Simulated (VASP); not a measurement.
Here is a VASP 6.6.1 calculation.

Contents of INCAR:

```
PREC     = Accurate       # precision mode
ENCUT    = 600            # plane-wave cutoff, eV
EDIFF    = 1E-7           # SCF threshold, eV
ISMEAR   = -1             # smearing method
SIGMA    = 0.05           # smearing width, eV
LREAL    = F              # projectors in reciprocal space
LASPH    = T              # aspherical terms in the spheres
NELM     = 150            # most SCF steps
ALGO     = Normal         # electronic algorithm
ISIF     = 3              # what is computed and relaxed
LWAVE    = F              # write WAVECAR
LCHARG   = F              # write CHGCAR
LMAXMIX  = 4              # l up to which the mixer works
LDAU     = T              # DFT+U
LDAUTYPE = 2            
LDAUL    = 2 -1           # shell
LDAUU    = 8 0            # U, eV
LDAUJ    = 0 0          
LDAUPRINT= 1            
GGA      = PE             # functional
IBRION   = 2              # ionic algorithm
NSW      = 60             # ionic steps
EDIFFG   = -0.01          # ionic threshold
```

File KPOINTS:

```
Automatic mesh
0
Gamma
  10 10 10
```

POSCAR

```
CuO
1.0
    2.5525506100      0.0000000000      0.0000000000
    0.0000000000      2.5525506100      0.0000000000
    0.0000000000      0.0000000000      2.5525506100
Cu O
1 1
Direct
    0.0000000000      0.0000000000      0.0000000000
    0.5000000000      0.5000000000      0.5000000000
```

Potentials or basis: VASP PAW PBE potentials, release 64 (Cu, O).

Run with:

```bash
$ cat potpaw_PBE.64/Cu/POTCAR potpaw_PBE.64/O/POTCAR > POTCAR
$ mpirun -np 1 vasp_std > vasp.out
```

(1) What does it give for the space group after relaxing (to 0.1 Å)?

(2) What does it give for the relaxed cell?

(3) What does it give for the relaxed volume?

(4) What does it give for the band gap on the k mesh?

## Answers

(1) Pm-3m (No. 221).

(2) a = 2.612 Å, b = 2.612 Å, c = 2.612 Å, α = 90.00°, β = 90.00°, γ = 90.00°.

(3) 8.91 Å³/atom.

(4) zero (an odd number of electrons rules out a gap without spin polarisation).

Caveat: an odd number of electrons without spin polarisation forces a metal; a magnetic or distorted state may lie lower; U without spin polarisation on a metal has little footing.
